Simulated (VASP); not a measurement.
A run of VASP 6.6.1 is set up as follows.

INCAR

```
PREC     = Accurate       # precision mode
ENCUT    = 520            # plane-wave cutoff, eV
EDIFF    = 1E-6           # SCF threshold, eV
ISMEAR   = 0              # smearing method
SIGMA    = 0.1            # smearing width, eV
LREAL    = F              # projectors in reciprocal space
LASPH    = T              # aspherical terms in the spheres
NELM     = 150            # most SCF steps
ALGO     = Fast           # electronic algorithm
ISIF     = 2              # what is computed and relaxed
LWAVE    = F              # write WAVECAR
LCHARG   = F              # write CHGCAR
ISPIN    = 2              # spin polarisation
MAGMOM   = 1 1 0 0 0 0 0 0 0 0 # initial moments
LORBIT   = 11             # projections on sites
LMAXMIX  = 4              # l up to which the mixer works
GGA      = PE             # functional
NBANDS   = 83             # bands
```

Contents of KPOINTS:

```
Automatic mesh
0
Gamma
  6 6 1
```

POSCAR

```
TiW4
1.0
    2.9060274300      0.0000000000      0.0000000000
   -1.4530137200      2.5166935800      0.0000000000
    0.0000000000      0.0000000000     22.8557390400
Ti W
2 8
Direct
    0.6666666700      0.3333333300      0.7000000000
    0.6666666700      0.3333333300      0.3000000000
    0.3333333300      0.6666666700      0.6000000000
    0.3333333300      0.6666666700      0.8000000000
    0.3333333300      0.6666666700      0.0000000000
    0.3333333300      0.6666666700      0.2000000000
    0.3333333300      0.6666666700      0.4000000000
    0.6666666700      0.3333333300      0.9000000000
    0.6666666700      0.3333333300      0.1000000000
    0.6666666700      0.3333333300      0.5000000000
```

Potentials or basis: VASP PAW PBE potentials, release 64 (Ti_sv, W_sv).

The run is started by

```sh
$ cat potpaw_PBE.64/Ti_sv/POTCAR potpaw_PBE.64/W_sv/POTCAR > POTCAR
$ mpirun -np 1 vasp_std > vasp.out
```

Problem. What does it give for the band gap on the k mesh?

Solution. Zero (filled and empty bands overlap).

Problem. Predict the largest force.

Solution. 0.163 eV/Å.

Stress tensor (GPa, compression positive):
```
-5.32  0.00  0.00
 0.00 -5.32  0.00
 0.00  0.00  2.44
```

Caveat: the k points lie up to 0.42 Å⁻¹ apart, too coarse for converged energies and pressures of a metal; spin-orbit coupling is left out, which moves the levels of the heavy elements.
